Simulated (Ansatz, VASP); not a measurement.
**GaN in VASP and in Ansatz**

```xyz
2
Lattice="0.0000 2.1772 2.1772 2.1772 0.0000 2.1772 2.1772 2.1772 0.0000" Properties=species:S:1:pos:R:3 pbc="T T T"
Ga    2.1772    2.1772    2.1772
N     0.0000    0.0000    0.0000
```

Alike in both runs: task single point; functional BLYP; k mesh 10 × 10 × 10; occupations gaussian, width 0.05 eV; no spin polarisation.

```csv
,VASP,Ansatz
version,VASP 6.6.1,Ansatz 0.2.0
potentials or method,"VASP PAW PBE potentials, release 64 (Ga_d, N), cutoff 520 eV","scalar-relativistic, plane waves, PAW"
valence electrons in the cell,18,18
```

```csv
,VASP,Ansatz,Ansatz less VASP
gap on the k mesh at the Fermi level (eV),none,none,-
pressure (GPa),-2.2,-3.2,-0.93
```

VASP's potentials were made for PBE, not for BLYP. A gap of «none» marks a metal or a gap that the smearing closes.
